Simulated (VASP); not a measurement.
# BaTiO3 (P4/mmm) in VASP: notebook

BaTiO3 is run at these levels: PBEsol; tasks: single point.

Everything below comes from runs of VASP 6.6.1. Logs are shortened: lines on timing, memory, paths and dates and some standing lists are left out, and cuts for length are marked.

### 1 The cell of the first run

The structure is tetragonal, space group P4/mmm (No. 123). Conventional cell: a = 3.918 Å, b = 3.918 Å, c = 3.936 Å, α = 90.00°, β = 90.00°, γ = 90.00°. Within 3.7 Å of Ba (site symmetry 4/mmm) lie 12 O at 2.77 to 2.78 Å and 8 Ti at 3.40 Å. Ti (site symmetry 4/mmm) has 6 O at 1.96 to 1.97 Å within 2.6 Å. O (site symmetry 4/mmm) has 2 Ti at 1.97 Å within 2.6 Å. Within 2.6 Å of O (site symmetry mmm) lie 2 Ti at 1.96 Å.

### 2 Single point, PBEsol (volume scaled by 0.94)

The input, INCAR:

```
PREC     = Accurate       # precision mode
ENCUT    = 520            # plane-wave cutoff, eV
EDIFF    = 1E-6           # SCF threshold, eV
ISMEAR   = -1             # smearing method
SIGMA    = 0.03           # smearing width, eV
LREAL    = F              # projectors in reciprocal space
LASPH    = T              # aspherical terms in the spheres
NELM     = 80             # most SCF steps
ALGO     = Normal         # electronic algorithm
ISIF     = 2              # what is computed and relaxed
LWAVE    = F              # write WAVECAR
LCHARG   = F              # write CHGCAR
GGA      = PS             # functional
NBANDS   = 28             # bands
```

The input, KPOINTS:

```
Automatic mesh
0
Gamma
  7 7 7
```

The input, POSCAR:

```
BaTiO3
1.0
    3.9181485176      0.0000000000      0.0000000000
    0.0000000000      3.9181485176      0.0000000000
    0.0000000000      0.0000000000      3.9359769848
Ba Ti O
1 1 3
Direct
    0.0000000000      0.0000000000      0.0000000000
    0.5000000000      0.5000000000      0.5000000000
    0.5000000000      0.5000000000      0.0000000000
    0.5000000000      0.0000000000      0.5000000000
    0.0000000000      0.5000000000      0.5000000000
```

Potentials or basis: VASP PAW PBE potentials, release 64 (Ba_sv, Ti_sv, O).

Command:

```bash
$ cat potpaw_PBE.64/Ba_sv/POTCAR potpaw_PBE.64/Ti_sv/POTCAR potpaw_PBE.64/O/POTCAR > POTCAR
$ mpirun -np 1 vasp_std > vasp.out
```

OUTCAR:

```text
PREC = Accurate
   ENCUT = 520
   EDIFF = 1E-6
   ISMEAR = -1
   LREAL = F
   LASPH = T
   NELM = 80
   ISIF = 2
   GGA = PS

 ion  position               nearest neighbor table
   1  0.000  0.000  0.000-   3 2.77   3 2.77   3 2.77   3 2.77   5 2.78   4 2.78   5 2.78   5 2.78
                             5 2.78   4 2.78   4 2.78   4 2.78   2 3.40   2 3.40   2 3.40   2 3.40
   2  0.500  0.500  0.500-   4 1.96   5 1.96   4 1.96   5 1.96   3 1.97   3 1.97   1 3.40   1 3.40
                             1 3.40   1 3.40   1 3.40   1 3.40   1 3.40   1 3.40
   3  0.500  0.500  0.000-   2 1.97   2 1.97   1 2.77   1 2.77   1 2.77   1 2.77
   4  0.500  0.000  0.500-   2 1.96   2 1.96   1 2.78   1 2.78   1 2.78   1 2.78
   5  0.000  0.500  0.500-   2 1.96   2 1.96   1 2.78   1 2.78   1 2.78   1 2.78

  LATTYP: Found a simple tetragonal cell.
 ALAT       =     3.9181485176
 C/A-ratio  =     1.0045502275

  Lattice vectors:

 A1 = (   3.9181485176,   0.0000000000,   0.0000000000)
 A2 = (   0.0000000000,   3.9181485176,   0.0000000000)
 A3 = (   0.0000000000,   0.0000000000,   3.9359769848)

Analysis of symmetry for initial positions (statically):
=====================================================================
 Subroutine PRICEL returns:
 Original cell was already a primitive cell.

 Routine SETGRP: Setting up the symmetry group for a
 simple tetragonal supercell.

 Subroutine GETGRP returns: Found 16 space group operations
 (whereof 16 operations were pure point group operations)
 out of a pool of 16 trial point group operations.

The static configuration has the point symmetry D_4h.

Analysis of symmetry for dynamics (positions and initial velocities):
=====================================================================
 Subroutine PRICEL returns:
 Original cell was already a primitive cell.

 Routine SETGRP: Setting up the symmetry group for a
 simple tetragonal supercell.

 Subroutine GETGRP returns: Found 16 space group operations
 (whereof 16 operations were pure point group operations)
 out of a pool of 16 trial point group operations.

The dynamic configuration has the point symmetry D_4h.

 Subroutine INISYM returns: Found 16 space group operations
 (whereof 16 operations are pure point group operations),
 and found     1 'primitive' translations

----------------------------------------------------------------------------------------

                                     Primitive cell

  volume of cell :      60.4247

  direct lattice vectors                    reciprocal lattice vectors
[... 91 lines left out ...]
   ENCUT  =  520.0 eV  38.22 Ry    6.18 a.u.   7.29  7.29  7.32*2*pi/ulx,y,z
   NELM   =     80;   NELMIN=  2; NELMDL= -5     # of ELM steps
   EDIFF  = 0.1E-05   stopping-criterion for ELM
   LREAL  =      F    real-space projection
   EDIFFG = 0.1E-04   stopping-criterion for IOM
   NSW    =      0    number of steps for IOM
   IBRION =     -1    ionic relax: 0-MD 1-quasi-New 2-CG
   NFREE  =      0    steps in history (QN), initial steepest desc. (CG)
   ISIF   =      2    stress and relaxation
   ISYM   =      2    0-nonsym 1-usesym 2-fastsym
   POTIM  = 0.5000    time-step for ionic-motion
   TEBEG  =    0.0;   TEEND  =   0.0 temperature during run
   PSTRESS=    0.0 pullay stress
   NELECT =      40.0000    total number of electrons
   NUPDOWN=      -1.0000    fix difference up-down
   EMIN   =  10.00;   EMAX   =-10.00  energy-range for DOS
   EFERMI =   0.00;   METHOD = LEGACY
   ISMEAR =    -1;   SIGMA  =   0.03  broadening in eV -4-tet -1-fermi 0-gaus
   EFERMI_NEDOS =   21; number of points for ismear=-14 and -15
   IALGO  =     38    algorithm
   IMIX   =      4    mixing-type and parameters
     AMIX     =   0.40;   BMIX     =  1.00
     AMIX_MAG =   1.60;   BMIX_MAG =  1.00
  volume/ion in A,a.u.               =      12.08        81.55
  Fermi-wavevector in a.u.,A,eV,Ry     =   1.426779  2.696221 27.697358  2.035698
  Thomas-Fermi vector in A             =   2.547019
   LORBIT       =      0    0 simple, 1 ext, 2 COOP (PROOUT), +10 PAW based schemes
   GGA     = PS    functional components
   LHFCALC =     F    Hartree Fock is set to
   AEXX    =    0.0000 exact exchange contribution
   IVDW    =     0    specifies the selected vdW correction
   LEPSILON=     F    determine dielectric tensor
   LRPA    =     F    only Hartree local field effects (RPA)
 non-spin polarized calculation
  energy-cutoff  :      520.00
  volume of cell :       60.42
 maximum number of plane-waves:      1647
 NGX is ok and might be reduce to    30
   NGX = 15   NGY = 15   NGZ = 15

 number of electron      39.9999996 magnetization

 Free energy of the ion-electron system (eV)
  ---------------------------------------------------
  ext. energy  EPLUGINS =         0.00000000
  ---------------------------------------------------
  free energy    TOTEN  =       -41.90136627 eV

  energy without entropy =      -41.90136627  energy(sigma->0) =      -41.90136627

 E-fermi :   4.7870     XC(G=0): -11.8334

 val. band max:        4.0953948067   @ k =   0.4286   0.4286   0.4286
 cond. band min:       5.9687430294   @ k =   0.0000   0.0000   0.0000
 fundamental gap:      1.8733482227
 Fermi energy:         4.7869899584

 k-point     1 :       0.0000    0.0000    0.0000
  band No.  band energies     occupation
      1     -51.9517      2.00000
      2     -28.3144      2.00000
      3     -28.3144      2.00000
      4     -28.3105      2.00000
      5     -20.4792      2.00000
      6     -12.7815      2.00000
[... 733 lines left out ...]
     27      12.9649      0.00000
     28      13.3701      0.00000

 [... further k-points ...]
[... 5 lines left out ...]
  --------------------------------------------------------------------------------------
  -------------------------------------------------------------------------------------
  Total        3.5694633      3.5694633      3.1413506      0.0000000      0.0000000      0.0000000
  in kB       94.6453254     94.6453254     83.2937965      0.0000000      0.0000000      0.0000000
  external PRESSURE =      90.8614824 kB  Pullay stress =       0.0000000 kB

 VOLUME and BASIS-vectors are now :
 -----------------------------------------------------------------------------
  energy-cutoff  :      520.00
  volume of cell :       60.42
      direct lattice vectors                 reciprocal lattice vectors
     3.918148518  0.000000000  0.000000000     0.255222587  0.000000000  0.000000000
     0.000000000  3.918148518  0.000000000     0.000000000  0.255222587  0.000000000
     0.000000000  0.000000000  3.935976985     0.000000000  0.000000000  0.254066526

 POSITION                                       TOTAL-FORCE (eV/Angst)
 -----------------------------------------------------------------------------------
      0.00000      0.00000      0.00000         0.000000      0.000000      0.000000
      1.95907      1.95907      1.96799         0.000000      0.000000      0.000000
      1.95907      1.95907      0.00000         0.000000      0.000000      0.000000
      1.95907      0.00000      1.96799         0.000000      0.000000      0.000000
      0.00000      1.95907      1.96799         0.000000      0.000000      0.000000
 -----------------------------------------------------------------------------------
    total drift:                                0.000000      0.000000     -0.000000

  FREE ENERGIE OF THE ION-ELECTRON SYSTEM (eV)
  ---------------------------------------------------
  free  energy   TOTEN  =       -41.9013662722 eV

  energy  without entropy=      -41.9013662722  energy(sigma->0) =      -41.90136627
```

OSZICAR:

```text
N       E                     dE             d eps       ncg     rms          rms(c)
DAV:   1     0.439524575846E+03    0.43952E+03   -0.20889E+04  2240   0.156E+03
DAV:   2    -0.436310175221E+01   -0.44389E+03   -0.42392E+03  2536   0.437E+02
DAV:   3    -0.499306970660E+02   -0.45568E+02   -0.45088E+02  3116   0.135E+02
DAV:   4    -0.519643019799E+02   -0.20336E+01   -0.20297E+01  3336   0.246E+01
DAV:   5    -0.520145577288E+02   -0.50256E-01   -0.50244E-01  3028   0.316E+00    0.241E+01
DAV:   6    -0.420411767922E+02    0.99734E+01   -0.51227E+01  3156   0.674E+01    0.984E+00
DAV:   7    -0.420094088810E+02    0.31768E-01   -0.76186E+00  2948   0.201E+01    0.717E+00
DAV:   8    -0.419136019481E+02    0.95807E-01   -0.10422E+00  2700   0.979E+00    0.234E+00
DAV:   9    -0.419145295298E+02   -0.92758E-03   -0.19440E-01  2832   0.317E+00    0.102E+00
DAV:  10    -0.419057181256E+02    0.88114E-02   -0.81535E-02  2856   0.215E+00    0.631E-01
DAV:  11    -0.419020581960E+02    0.36599E-02   -0.28803E-02  3416   0.136E+00    0.200E-01
DAV:  12    -0.419014979020E+02    0.56029E-03   -0.18378E-03  2652   0.401E-01    0.886E-02
DAV:  13    -0.419014104611E+02    0.87441E-04   -0.71587E-04  3140   0.159E-01    0.574E-02
DAV:  14    -0.419013743688E+02    0.36092E-04   -0.11711E-04  2864   0.108E-01    0.569E-02
DAV:  15    -0.419013699808E+02    0.43880E-05   -0.16506E-05  3064   0.274E-02    0.339E-02
DAV:  16    -0.419013664915E+02    0.34893E-05   -0.10610E-05  2516   0.207E-02    0.458E-03
DAV:  17    -0.419013662722E+02    0.21927E-06   -0.45739E-06  2212   0.121E-02
   1 F= -.41901366E+02 E0= -.41901366E+02  d E =-.714291E-11
```

It took 70 s on 1 thread of Intel Xeon 6975P-C, shared host; peak memory 0.22 GiB.

What came out:

```
Free energy            : -41.9014 eV
Pressure               : 9.1 GPa
Band gap on the k mesh : 1.87 eV, indirect (least direct gap 1.88 eV)
```

Caveat: the PAW data sets were made with another functional, which shifts forces and pressure a little; spin-orbit coupling is left out, which moves the levels of the heavy elements.

[end of part 1 of 3]
